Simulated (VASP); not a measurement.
# Al (P6_3/mmc) in VASP: single point with PBE

Aim: the single point of Al with PBE.

Everything below comes from runs of VASP 6.6.1. Logs are shortened: lines on timing, memory, paths and dates and some standing lists are left out, and cuts for length are marked.

### 1 The cell of the first run

Symmetry: P6_3/mmc, No. 194, hexagonal system. The conventional cell has a = 2.847 Å, b = 2.847 Å, c = 4.743 Å, α = 90.00°, β = 90.00°, γ = 120.00°. Within 3.8 Å of Al (site symmetry -6m2) lie 12 Al at 2.85 to 2.89 Å.

### 2 Single point, PBE

INCAR

```
SYSTEM = Al
PREC = Accurate
ENCUT = 520
EDIFF = 1E-7
ISMEAR = 0
SIGMA = 0.05
LREAL = .FALSE.
LASPH = .TRUE.
NELM = 60
ALGO = Fast
ISIF = 2
LWAVE = .FALSE.
LCHARG = .FALSE.
GGA = PE
NBANDS = 10
```

KPOINTS

```
Automatic mesh
0
G
  16 16 10
  0 0 0
```

POSCAR

```
Al
1.0
    2.8468857466      0.0000000000      0.0000000000
   -1.4234428733      2.4654753782      0.0000000000
    0.0000000000      0.0000000000      4.7431902081
Al
2
Direct
    0.3333333333      0.6666666667      0.7500000000
    0.6666666667      0.3333333333      0.2500000000
```

Potentials or basis: VASP PAW PBE potentials, release 64 (Al).

Run with:

```bash
$ cat potpaw_PBE.64/Al/POTCAR > POTCAR
$ mpirun -np 1 vasp_std > vasp.out
```

OUTCAR:

```text
SYSTEM = Al
   PREC = Accurate
   ENCUT = 520
   EDIFF = 1E-7
   ISMEAR = 0
   LREAL = .FALSE.
   LASPH = .TRUE.
   NELM = 60
   ISIF = 2
   GGA = PE

 ion  position               nearest neighbor table
   1  0.333  0.667  0.750-   2 2.89   2 2.89   2 2.89   2 2.89   2 2.89   2 2.89
   2  0.667  0.333  0.250-   1 2.89   1 2.89   1 2.89   1 2.89   1 2.89   1 2.89

  LATTYP: Found a hexagonal cell.
 ALAT       =     2.8468857466
 C/A-ratio  =     1.6660978453

  Lattice vectors:

 A1 = (   2.8468857466,   0.0000000000,   0.0000000000)
 A2 = (  -1.4234428733,   2.4654753782,   0.0000000000)
 A3 = (   0.0000000000,   0.0000000000,   4.7431902081)

Analysis of symmetry for initial positions (statically):
=====================================================================
 Subroutine PRICEL returns:
 Original cell was already a primitive cell.

 Routine SETGRP: Setting up the symmetry group for a
 hexagonal supercell.

 Subroutine GETGRP returns: Found 24 space group operations
 (whereof 12 operations were pure point group operations)
 out of a pool of 24 trial point group operations.

The static configuration has the point symmetry D_3d.
 The point group associated with its full space group is D_6h.

Analysis of symmetry for dynamics (positions and initial velocities):
=====================================================================
 Subroutine PRICEL returns:
 Original cell was already a primitive cell.

 Routine SETGRP: Setting up the symmetry group for a
 hexagonal supercell.

 Subroutine GETGRP returns: Found 24 space group operations
 (whereof 12 operations were pure point group operations)
 out of a pool of 24 trial point group operations.

The dynamic configuration has the point symmetry D_3d.
 The point group associated with its full space group is D_6h.

 Subroutine INISYM returns: Found 24 space group operations
 (whereof 12 operations are pure point group operations),
 and found     1 'primitive' translations

----------------------------------------------------------------------------------------

                                     Primitive cell

  volume of cell :      33.2921

  direct lattice vectors                    reciprocal lattice vectors
     2.846885747  0.000000000  0.000000000     0.351261023  0.202800646  0.000000000
    -1.423442873  2.465475378  0.000000000     0.000000000  0.405601292  0.000000000
     0.000000000  0.000000000  4.743190208     0.000000000  0.000000000  0.210828568

  length of vectors
     2.846885747  2.846885747  4.743190208     0.405601292  0.405601292  0.210828568

  position of ions in fractional coordinates (direct lattice)
     0.333333333  0.666666667  0.750000000
     0.666666667  0.333333333  0.250000000

  ion indices of the primitive-cell ions
   primitive index   ion index
                 1           1
                 2           2

----------------------------------------------------------------------------------------

 KPOINTS: Automatic mesh

Automatic generation of k-mesh.
 Grid dimensions read from file:
 generate k-points for:   16   16   10

 Generating k-lattice:

  Cartesian coordinates                     Fractional coordinates (reciprocal lattice)
     0.021953814  0.012675040  0.000000000     0.062500000 -0.000000000  0.000000000
     0.000000000  0.025350081  0.000000000     0.000000000  0.062500000  0.000000000
     0.000000000  0.000000000  0.021082857     0.000000000  0.000000000  0.100000000

  Length of vectors
     0.025350081  0.025350081  0.021082857

  Shift w.r.t. Gamma in fractional coordinates (k-lattice)
     0.000000000  0.000000000  0.000000000

 Subroutine IBZKPT returns following result:
 ===========================================

 Found    180 irreducible k-points:

 Following reciprocal coordinates:
            Coordinates               Weight
  0.000000  0.000000  0.000000      1.000000
  0.062500  0.000000  0.000000      6.000000
  0.125000  0.000000  0.000000      6.000000
  0.187500  0.000000  0.000000      6.000000
  0.250000  0.000000  0.000000      6.000000
  0.312500  0.000000  0.000000      6.000000
[... 16 lines left out ...]
  0.187500  0.187500  0.000000      6.000000
  0.250000  0.187500  0.000000     12.000000
 [... further k-points ...]
   k-points           NKPTS =    180   k-points in BZ     NKDIM =    180   number of bands    NBANDS=     10
   number of dos      NEDOS =    301   number of ions     NIONS =      2
   total plane-waves  NPLWV =  20736
   dimension x,y,z NGX =    24 NGY =   24 NGZ =   36
   dimension x,y,z NGXF=    48 NGYF=   48 NGZF=   72
   ions per type =               2
   NGX,Y,Z   is equivalent  to a cutoff of  14.01, 14.01, 12.62 a.u.
   NGXF,Y,Z  is equivalent  to a cutoff of  28.03, 28.03, 25.24 a.u.
 SYSTEM =  Al
   PREC   = accura    normal or accurate (medium, high low for compatibility)
   ISTART =      0    job   : 0-new  1-cont  2-samecut
   ICHARG =      2    charge: 1-file 2-atom 10-const
   ISPIN  =      1    spin polarized calculation?
   LNONCOLLINEAR =      F non collinear calculations
   LSORBIT =      F    spin-orbit coupling
   LASPH  =      T    aspherical Exc in radial PAW
   ENCUT  =  520.0 eV  38.22 Ry    6.18 a.u.   5.29  5.29  8.82*2*pi/ulx,y,z
   NELM   =     60;   NELMIN=  2; NELMDL= -5     # of ELM steps
   EDIFF  = 0.1E-06   stopping-criterion for ELM
   LREAL  =      F    real-space projection
   EDIFFG = 0.1E-05   stopping-criterion for IOM
   NSW    =      0    number of steps for IOM
   IBRION =     -1    ionic relax: 0-MD 1-quasi-New 2-CG
   NFREE  =      0    steps in history (QN), initial steepest desc. (CG)
   ISIF   =      2    stress and relaxation
   ISYM   =      2    0-nonsym 1-usesym 2-fastsym
   POTIM  = 0.5000    time-step for ionic-motion
   TEBEG  =    0.0;   TEEND  =   0.0 temperature during run
   PSTRESS=    0.0 pullay stress
   NELECT =       6.0000    total number of electrons
   NUPDOWN=      -1.0000    fix difference up-down
   EMIN   =  10.00;   EMAX   =-10.00  energy-range for DOS
   EFERMI =   0.00;   METHOD = LEGACY
   ISMEAR =     0;   SIGMA  =   0.05  broadening in eV -4-tet -1-fermi 0-gaus
   EFERMI_NEDOS =   21; number of points for ismear=-14 and -15
   IALGO  =     68    algorithm
   IMIX   =      4    mixing-type and parameters
     AMIX     =   0.40;   BMIX     =  1.00
     AMIX_MAG =   1.60;   BMIX_MAG =  1.00
  volume/ion in A,a.u.               =      16.65       112.33
  Fermi-wavevector in a.u.,A,eV,Ry     =   0.924723  1.747472 11.634505  0.855112
  Thomas-Fermi vector in A             =   2.050499
   LORBIT       =      0    0 simple, 1 ext, 2 COOP (PROOUT), +10 PAW based schemes
   GGA     = PE    functional components
   LHFCALC =     F    Hartree Fock is set to
   AEXX    =    0.0000 exact exchange contribution
   IVDW    =     0    specifies the selected vdW correction
   LEPSILON=     F    determine dielectric tensor
   LRPA    =     F    only Hartree local field effects (RPA)
 non-spin polarized calculation
 RMM-DIIS sequential band-by-band and
 Gauss-broadening in eV      SIGMA  =   0.05
  energy-cutoff  :      520.00
  volume of cell :       33.29
 maximum number of plane-waves:       911
 NGX is ok and might be reduce to    24
   NGX = 11   NGY = 11   NGZ = 17

 number of electron       6.0000000 magnetization

 Free energy of the ion-electron system (eV)
  ---------------------------------------------------
  ext. energy  EPLUGINS =         0.00000000
  ---------------------------------------------------
  free energy    TOTEN  =        -7.42727122 eV

  energy without entropy =       -7.42638485  energy(sigma->0) =       -7.42682803

 E-fermi :   7.8948     XC(G=0): -10.1661

 val. band max:        7.8915118654   @ k =   0.3125   0.1250   0.5000
 cond. band min:       7.9096436228   @ k =   0.3750   0.0000   0.1000
 fundamental gap:      0.0181317574
 Fermi energy:         7.8948270282

 k-point     1 :       0.0000    0.0000    0.0000
  band No.  band energies     occupation
      1      -3.1678      2.00000
      2       3.2520      2.00000
      3       3.2915      2.00000
      4      18.7302      0.00000
      5      18.7302      0.00000
      6      19.0939      0.00000
      7      19.0939      0.00000
      8      19.7015      0.00000
      9      21.4831      0.00000
     10      22.1034      0.00000

 k-point     2 :       0.0625    0.0000    0.0000
  band No.  band energies     occupation
      1      -3.0727      2.00000
      2       3.3405      2.00000
      3       3.3846      2.00000
      4      16.8850      0.00000
      5      17.6739      0.00000
      6      18.8038      0.00000
      7      20.3114      0.00000
      8      20.4568      0.00000
      9      21.4516      0.00000
     10      22.3066      0.00000

 k-point     3 :       0.1250    0.0000    0.0000
  band No.  band energies     occupation
      1      -2.7878      2.00000
      2       3.6059      2.00000
      3       3.6628      2.00000
      4      14.5435      0.00000
      5      16.6193      0.00000
      6      17.9182      0.00000
      7      19.9695      0.00000
      8      20.3104      0.00000
      9      21.5080      0.00000
     10      21.6677      0.00000

 k-point     4 :       0.1875    0.0000    0.0000
  band No.  band energies     occupation
      1      -2.3143      2.00000
      2       4.0483      2.00000
      3       4.1218      2.00000
      4      12.2529      0.00000
      5      15.7256      0.00000
      6      16.8456      0.00000
      7      18.1577      0.00000
      8      18.3812      0.00000
      9      21.0126      0.00000
     10      21.6562      0.00000
[... 222 lines left out ...]
 k-point    22 :       0.4375    0.1250    0.0000
  band No.  band energies     occupation
      1       2.9761      2.00000
      2       3.1388      2.00000
      3       8.7748      0.00000
      4       9.0951      0.00000
      5       9.2743      0.00000
      6       9.6526      0.00000
      7      11.0759      0.00000
      8      16.4636      0.00000
      9      16.4989      0.00000
     10      18.8743      0.00000

 k-point    23 :       0.1875    0.1875    0.0000
  band No.  band energies     occupation
      1      -0.6229      2.00000
      2       5.6390      2.00000
      3       5.7007      2.00000
      4       9.5647      0.00000
      5       9.7388      0.00000
      6      15.0469      0.00000
      7      15.4032      0.00000
      8      16.1851      0.00000
      9      16.3583      0.00000
     10      21.5241      0.00000

 k-point    24 :       0.2500    0.1875    0.0000
  band No.  band energies     occupation
      1       0.3076      2.00000
      2       6.3959      2.00000
      3       6.5194      2.00000
      4       7.8575      1.70849
      5       9.1612      0.00000
      6      13.5140      0.00000
      7      13.8934      0.00000
      8      15.4244      0.00000
      9      15.4506      0.00000
     10      21.5105      0.00000

 [... further k-points ...]
[... 5 lines left out ...]
  --------------------------------------------------------------------------------------
  -------------------------------------------------------------------------------------
  Total       -0.0037969     -0.0037969      0.0014085      0.0000000      0.0000000      0.0000000
  in kB       -0.1827244     -0.1827244      0.0677836      0.0000000      0.0000000      0.0000000
  external PRESSURE =      -0.0992217 kB  Pullay stress =       0.0000000 kB

 VOLUME and BASIS-vectors are now :
 -----------------------------------------------------------------------------
  energy-cutoff  :      520.00
  volume of cell :       33.29
      direct lattice vectors                 reciprocal lattice vectors
     2.846885747  0.000000000  0.000000000     0.351261023  0.202800646  0.000000000
    -1.423442873  2.465475378  0.000000000     0.000000000  0.405601292  0.000000000
     0.000000000  0.000000000  4.743190208     0.000000000  0.000000000  0.210828568

 POSITION                                       TOTAL-FORCE (eV/Angst)
 -----------------------------------------------------------------------------------
     -0.00000      1.64365      3.55739         0.000000     -0.000000      0.000000
      1.42344      0.82183      1.18580        -0.000000      0.000000      0.000000
 -----------------------------------------------------------------------------------
    total drift:                                0.000000     -0.000000     -0.000000

  FREE ENERGIE OF THE ION-ELECTRON SYSTEM (eV)
  ---------------------------------------------------
  free  energy   TOTEN  =        -7.4272712155 eV

  energy  without entropy=       -7.4263848503  energy(sigma->0) =       -7.42682803
```

Wall time 21 s (1 thread of Intel Xeon 6975P-C (Granite Rapids), shared host); peak memory 0.17 GiB.

Results:

```
Free energy            : -7.4273 eV
Pressure               : 0.0 GPa
Band gap on the k mesh : zero (band 3 reaches 11.82 eV, above the bottom of band 4 at 4.74 eV)
```

Levels at points of the mesh, in eV from the Fermi level:
| k point | band 1 | band 2 | band 3 | band 4 | band 5 | band 6 | band 7 |
| --- | --- | --- | --- | --- | --- | --- | --- |
| (0.00, 0.00, 0.00) | -11.06 | -4.64 | -4.60 | 10.84 | 10.84 | 11.20 | 11.20 |
| (0.50, 0.00, 0.00) | -5.19 | -5.03 | 0.62 | 0.95 | 1.50 | 1.61 | 5.81 |
| (0.00, 0.00, 0.50) | -9.43 | -9.43 | 3.07 | 3.07 | 12.03 | 12.03 | 12.03 |
| (0.50, 0.00, 0.50) | -3.85 | -3.85 | -3.15 | -3.15 | 7.21 | 7.21 | 7.56 |
